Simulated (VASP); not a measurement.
# SnH (P4/nmm) in VASP: single point with PBE

Aim: the single point of SnH with PBE.

All numbers are computed with VASP 6.6.1; they aren't measurements. Logs are shortened: lines on timing, memory, paths and dates and some standing lists are left out, and cuts for length are marked.

### Step 1. The cell of the first run

The structure is tetragonal, space group P4/nmm (No. 129). Conventional cell: a = 3.809 Å, b = 3.809 Å, c = 4.843 Å, α = 90.00°, β = 90.00°, γ = 90.00°. Sn (site symmetry 4mm) has 4 H at 2.23 Å within 2.9 Å. H (site symmetry -4m2) has 4 Sn at 2.23 Å and 4 H at 2.69 Å within 2.9 Å.

### Step 2. Single point, PBE

Input file INCAR:

```
PREC = Accurate
ENCUT = 520
EDIFF = 1E-6
ISMEAR = -1
SIGMA = 0.1
LREAL = F
LASPH = T
NELM = 80
ALGO = Normal
ISIF = 2
LWAVE = F
LCHARG = F
GGA = PE
NBANDS = 23
```

Input file KPOINTS:

```
regular mesh
0
Gamma
  9 9 7
```

Input file POSCAR:

```
SnH
1.0
    3.8090600000      0.0000000000      0.0000000000
    0.0000000000      3.8090600000      0.0000000000
    0.0000000000      0.0000000000      4.8427140000
Sn H
2 2
Direct
    0.2500000000      0.2500000000      0.2377000000
    0.7500000000      0.7500000000      0.7623000000
    0.7500000000      0.2500000000      0.0000000000
    0.2500000000      0.7500000000      0.0000000000
```

Potentials or basis: VASP PAW PBE potentials, release 64 (Sn_d, H).

Run with:

```sh
$ cat potpaw_PBE.64/Sn_d/POTCAR potpaw_PBE.64/H/POTCAR > POTCAR
$ mpirun -np 1 vasp_std > vasp.out
```

OUTCAR:

```text
PREC = Accurate
   ENCUT = 520
   EDIFF = 1E-6
   ISMEAR = -1
   LREAL = F
   LASPH = T
   NELM = 80
   ISIF = 2
   GGA = PE

 ion  position               nearest neighbor table
   1  0.250  0.250  0.238-   3 2.23   4 2.23   4 2.23   3 2.23   2 3.54   2 3.54   2 3.54   2 3.54
                             2 3.70   2 3.70   2 3.70   2 3.70
   2  0.750  0.750  0.762-   3 2.23   4 2.23   3 2.23   4 2.23   1 3.54   1 3.54   1 3.54   1 3.54
                             1 3.70   1 3.70   1 3.70   1 3.70
   3  0.750  0.250  0.000-   1 2.23   2 2.23   2 2.23   1 2.23
   4  0.250  0.750  0.000-   1 2.23   2 2.23   1 2.23   2 2.23

  LATTYP: Found a simple tetragonal cell.
 ALAT       =     3.8090600000
 C/A-ratio  =     1.2713672140

  Lattice vectors:

 A1 = (   3.8090600000,   0.0000000000,   0.0000000000)
 A2 = (   0.0000000000,   3.8090600000,   0.0000000000)
 A3 = (   0.0000000000,   0.0000000000,   4.8427140000)

Analysis of symmetry for initial positions (statically):
=====================================================================
 Subroutine PRICEL returns:
 Original cell was already a primitive cell.

 Routine SETGRP: Setting up the symmetry group for a
 simple tetragonal supercell.

 Subroutine GETGRP returns: Found 16 space group operations
 (whereof  4 operations were pure point group operations)
 out of a pool of 16 trial point group operations.

The static configuration has the point symmetry C_2h.
 The point group associated with its full space group is D_4h.

Analysis of symmetry for dynamics (positions and initial velocities):
=====================================================================
 Subroutine PRICEL returns:
 Original cell was already a primitive cell.

 Routine SETGRP: Setting up the symmetry group for a
 simple tetragonal supercell.

 Subroutine GETGRP returns: Found 16 space group operations
 (whereof  4 operations were pure point group operations)
 out of a pool of 16 trial point group operations.

The dynamic configuration has the point symmetry C_2h.
 The point group associated with its full space group is D_4h.

 Subroutine INISYM returns: Found 16 space group operations
 (whereof  4 operations are pure point group operations),
 and found     1 'primitive' translations

----------------------------------------------------------------------------------------

                                     Primitive cell

  volume of cell :      70.2626

  direct lattice vectors                    reciprocal lattice vectors
     3.809060000  0.000000000  0.000000000     0.262531963  0.000000000  0.000000000
     0.000000000  3.809060000  0.000000000     0.000000000  0.262531963  0.000000000
     0.000000000  0.000000000  4.842714000     0.000000000  0.000000000  0.206495779

  length of vectors
     3.809060000  3.809060000  4.842714000     0.262531963  0.262531963  0.206495779

  position of ions in fractional coordinates (direct lattice)
     0.250000000  0.250000000  0.237700000
     0.750000000  0.750000000  0.762300000
     0.750000000  0.250000000  0.000000000
     0.250000000  0.750000000  0.000000000

  ion indices of the primitive-cell ions
   primitive index   ion index
                 1           1
                 2           2
                 3           3
                 4           4

----------------------------------------------------------------------------------------

 KPOINTS: regular mesh

Automatic generation of k-mesh.
 Grid dimensions read from file:
 generate k-points for:    9    9    7

 Generating k-lattice:

  Cartesian coordinates                     Fractional coordinates (reciprocal lattice)
     0.029170218  0.000000000  0.000000000     0.111111111  0.000000000  0.000000000
     0.000000000  0.029170218  0.000000000     0.000000000  0.111111111  0.000000000
     0.000000000  0.000000000  0.029499397     0.000000000  0.000000000  0.142857143

  Length of vectors
     0.029170218  0.029170218  0.029499397

  Shift w.r.t. Gamma in fractional coordinates (k-lattice)
     0.000000000  0.000000000  0.000000000

 Subroutine IBZKPT returns following result:
 ===========================================

 Found     60 irreducible k-points:

 Following reciprocal coordinates:
            Coordinates               Weight
  0.000000  0.000000  0.000000      1.000000
  0.111111  0.000000  0.000000      4.000000
  0.222222  0.000000  0.000000      4.000000
  0.333333  0.000000  0.000000      4.000000
  0.444444  0.000000  0.000000      4.000000
  0.111111  0.111111  0.000000      4.000000
[... 16 lines left out ...]
  0.333333  0.111111  0.142857     16.000000
  0.444444  0.111111  0.142857     16.000000
 [... further k-points ...]
   k-points           NKPTS =     60   k-points in BZ     NKDIM =     60   number of bands    NBANDS=     23
   number of dos      NEDOS =    301   number of ions     NIONS =      4
   total plane-waves  NPLWV =  28224
   dimension x,y,z NGX =    28 NGY =   28 NGZ =   36
   dimension x,y,z NGXF=    56 NGYF=   56 NGZF=   72
   ions per type =               2   2
   NGX,Y,Z   is equivalent  to a cutoff of  12.22, 12.22, 12.36 a.u.
   NGXF,Y,Z  is equivalent  to a cutoff of  24.44, 24.44, 24.72 a.u.
 SYSTEM =  unknown system
   PREC   = accura    normal or accurate (medium, high low for compatibility)
   ISTART =      0    job   : 0-new  1-cont  2-samecut
   ICHARG =      2    charge: 1-file 2-atom 10-const
   ISPIN  =      1    spin polarized calculation?
   LNONCOLLINEAR =      F non collinear calculations
   LSORBIT =      F    spin-orbit coupling
   LASPH  =      T    aspherical Exc in radial PAW
   ENCUT  =  520.0 eV  38.22 Ry    6.18 a.u.   7.08  7.08  9.00*2*pi/ulx,y,z
   NELM   =     80;   NELMIN=  2; NELMDL= -5     # of ELM steps
   EDIFF  = 0.1E-05   stopping-criterion for ELM
   LREAL  =      F    real-space projection
   EDIFFG = 0.1E-04   stopping-criterion for IOM
   NSW    =      0    number of steps for IOM
   IBRION =     -1    ionic relax: 0-MD 1-quasi-New 2-CG
   NFREE  =      0    steps in history (QN), initial steepest desc. (CG)
   ISIF   =      2    stress and relaxation
   ISYM   =      2    0-nonsym 1-usesym 2-fastsym
   POTIM  = 0.5000    time-step for ionic-motion
   TEBEG  =    0.0;   TEEND  =   0.0 temperature during run
   PSTRESS=    0.0 pullay stress
   NELECT =      30.0000    total number of electrons
   NUPDOWN=      -1.0000    fix difference up-down
   EMIN   =  10.00;   EMAX   =-10.00  energy-range for DOS
   EFERMI =   0.00;   METHOD = LEGACY
   ISMEAR =    -1;   SIGMA  =   0.10  broadening in eV -4-tet -1-fermi 0-gaus
   EFERMI_NEDOS =   21; number of points for ismear=-14 and -15
   IALGO  =     38    algorithm
   IMIX   =      4    mixing-type and parameters
     AMIX     =   0.40;   BMIX     =  1.00
     AMIX_MAG =   1.60;   BMIX_MAG =  1.00
  volume/ion in A,a.u.               =      17.57       118.54
  Fermi-wavevector in a.u.,A,eV,Ry     =   1.232746  2.329553 20.676282  1.519664
  Thomas-Fermi vector in A             =   2.367504
   LORBIT       =      0    0 simple, 1 ext, 2 COOP (PROOUT), +10 PAW based schemes
   GGA     = PE    functional components
   LHFCALC =     F    Hartree Fock is set to
   AEXX    =    0.0000 exact exchange contribution
   IVDW    =     0    specifies the selected vdW correction
   LEPSILON=     F    determine dielectric tensor
   LRPA    =     F    only Hartree local field effects (RPA)
 non-spin polarized calculation
  energy-cutoff  :      520.00
  volume of cell :       70.26
 maximum number of plane-waves:      1904
   NGX = 15   NGY = 15   NGZ = 19

 number of electron      29.9999997 magnetization

 Free energy of the ion-electron system (eV)
  ---------------------------------------------------
  ext. energy  EPLUGINS =         0.00000000
  ---------------------------------------------------
  free energy    TOTEN  =       -12.47058759 eV

  energy without entropy =      -12.41262306  energy(sigma->0) =      -12.44160533

 E-fermi :   6.2230     XC(G=0):  -9.6236

 val. band max:        6.2206925629   @ k =   0.4444   0.1111   0.0000
 cond. band min:       6.2620456911   @ k =   0.2222   0.1111   0.1429
 fundamental gap:      0.0413531281
 Fermi energy:         6.2230076502

 k-point     1 :       0.0000    0.0000    0.0000
  band No.  band energies     occupation
      1     -15.6329      2.00000
      2     -15.5745      2.00000
      3     -15.5745      2.00000
      4     -15.5636      2.00000
      5     -15.5615      2.00000
      6     -15.5604      2.00000
[... 15 lines left out ...]
     22      13.6411      0.00000
     23      15.4643      0.00000

 k-point     2 :       0.1111    0.0000    0.0000
  band No.  band energies     occupation
      1     -15.6272      2.00000
      2     -15.5733      2.00000
      3     -15.5720      2.00000
      4     -15.5605      2.00000
      5     -15.5603      2.00000
      6     -15.5592      2.00000
[... 15 lines left out ...]
     22      13.4835      0.00000
     23      15.5615      0.00000

 k-point     3 :       0.2222    0.0000    0.0000
  band No.  band energies     occupation
      1     -15.6133      2.00000
      2     -15.5691      2.00000
      3     -15.5649      2.00000
      4     -15.5606      2.00000
      5     -15.5553      2.00000
      6     -15.5502      2.00000
[... 15 lines left out ...]
     22      14.1566      0.00000
     23      15.8600      0.00000
[... 495 lines left out ...]
 k-point    23 :       0.3333    0.1111    0.1429
  band No.  band energies     occupation
      1     -15.5960      2.00000
      2     -15.5717      2.00000
      3     -15.5660      2.00000
      4     -15.5547      2.00000
      5     -15.5492      2.00000
      6     -15.5311      2.00000
[... 15 lines left out ...]
     22      14.6405      0.00000
     23      15.7984      0.00000

 k-point    24 :       0.4444    0.1111    0.1429
  band No.  band energies     occupation
      1     -15.5855      2.00000
      2     -15.5742      2.00000
      3     -15.5648      2.00000
      4     -15.5583      2.00000
      5     -15.5476      2.00000
      6     -15.5393      2.00000
[... 15 lines left out ...]
     22      14.2249      0.00000
     23      15.8360      0.00000

 [... further k-points ...]

------------------------ aborting loop because EDIFF is reached ----------------------------------------

  FORCE on cell =-STRESS in cart. coord.  units (eV):
  Direction    XX          YY          ZZ          XY          YZ          ZX
  --------------------------------------------------------------------------------------
  -------------------------------------------------------------------------------------
  Total        0.2950078      0.2950078     -0.1137135     -0.0000000      0.0000000     -0.0000000
  in kB        6.7269731      6.7269731     -2.5929744     -0.0000000      0.0000000     -0.0000000
  external PRESSURE =       3.6203239 kB  Pullay stress =       0.0000000 kB

 VOLUME and BASIS-vectors are now :
 -----------------------------------------------------------------------------
  energy-cutoff  :      520.00
  volume of cell :       70.26
      direct lattice vectors                 reciprocal lattice vectors
     3.809060000  0.000000000  0.000000000     0.262531963  0.000000000  0.000000000
     0.000000000  3.809060000  0.000000000     0.000000000  0.262531963  0.000000000
     0.000000000  0.000000000  4.842714000     0.000000000  0.000000000  0.206495779

 POSITION                                       TOTAL-FORCE (eV/Angst)
 -----------------------------------------------------------------------------------
      0.95227      0.95227      1.15111        -0.000000      0.000000      0.714080
      2.85679      2.85679      3.69160        -0.000000     -0.000000     -0.714080
      2.85679      0.95227      0.00000         0.000000     -0.000000      0.000000
      0.95227      2.85679      0.00000        -0.000000      0.000000     -0.000000
 -----------------------------------------------------------------------------------
    total drift:                                0.000000     -0.000000     -0.000000

  FREE ENERGIE OF THE ION-ELECTRON SYSTEM (eV)
  ---------------------------------------------------
  free  energy   TOTEN  =       -12.4705875898 eV

  energy  without entropy=      -12.4126230632  energy(sigma->0) =      -12.44160533
```

Run time: 49 s. Hardware: 1 thread of Intel Xeon Platinum 8375C at 2.90GHz (Ice Lake), shared host; peak memory 0.22 GiB.

Results:

```
Free energy            : -12.4706 eV
Pressure               : 0.4 GPa
Largest force          : 0.714 eV/Å
Band gap on the k mesh : zero (bands 15 and 16 overlap by 2.77 eV)
```

Forces on the atoms (eV/Å):
```
Sn   0.000  0.000  0.714
Sn   0.000  0.000 -0.714
H    0.000  0.000  0.000
H    0.000  0.000  0.000
```

Stress tensor (GPa, compression positive):
```
 0.67  0.00  0.00
 0.00  0.67  0.00
 0.00  0.00 -0.26
```

Caveat: spin-orbit coupling is left out, which moves the levels of the heavy elements.
